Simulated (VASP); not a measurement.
Here is a VASP 6.6.1 calculation.

INCAR

```
PREC = Accurate
ENCUT = 520
EDIFF = 1E-6
ISMEAR = 0
SIGMA = 0.15
LREAL = False
LASPH = True
NELM = 80
ALGO = Normal
ISIF = 2
LWAVE = False
LCHARG = True
GGA = PE
LELF = True
LVHAR = True
NBANDS = 66
```

The input KPOINTS:

```
Automatic mesh
0
Gamma
  15 15 4
```

File POSCAR:

```
Ge
1.0
    4.0130515014      0.0000000000      0.0000000000
   -2.0065257507      3.4754045469      0.0000000000
    0.0000000000      0.0000000000     13.6897225868
Ge
8
Direct
    0.0000000000      0.0000000000      0.3955272934
    0.0000000000      0.0000000000      0.6044727066
    0.0000000000      0.0000000000      0.8955272934
    0.0000000000      0.0000000000      0.1044727066
    0.3333333333      0.6666666667      0.3442031336
    0.6666666667      0.3333333333      0.6557968664
    0.6666666667      0.3333333333      0.8442031336
    0.3333333333      0.6666666667      0.1557968664
```

Potentials or basis: VASP PAW PBE potentials, release 64 (Ge_d).

The run is started by

```sh
$ cat potpaw_PBE.64/Ge_d/POTCAR > POTCAR
$ mpirun -np 1 vasp_std > vasp.out
```

**Question.** Predict the largest force.

**Answer.** 1.765 eV/Å.

**Question.** Estimate the pressure.

**Answer.** 1.7 GPa.

**Question.** Predict the band gap on the k mesh.

**Answer.** Zero (bands 56 and 57 overlap by 0.74 eV).

Forces on the atoms (eV/Å):
```
Ge   0.000  0.000  1.765
Ge   0.000  0.000 -1.765
Ge   0.000  0.000  1.765
Ge   0.000  0.000 -1.765
Ge   0.000  0.000 -0.753
Ge   0.000  0.000  0.753
Ge   0.000  0.000 -0.753
Ge   0.000  0.000  0.753
```

Caveat: semilocal functionals underestimate gaps, so a narrow gap can read as zero; forces of over 1 eV/Å act on the atoms, so gaps and moduli don't describe the material at rest.
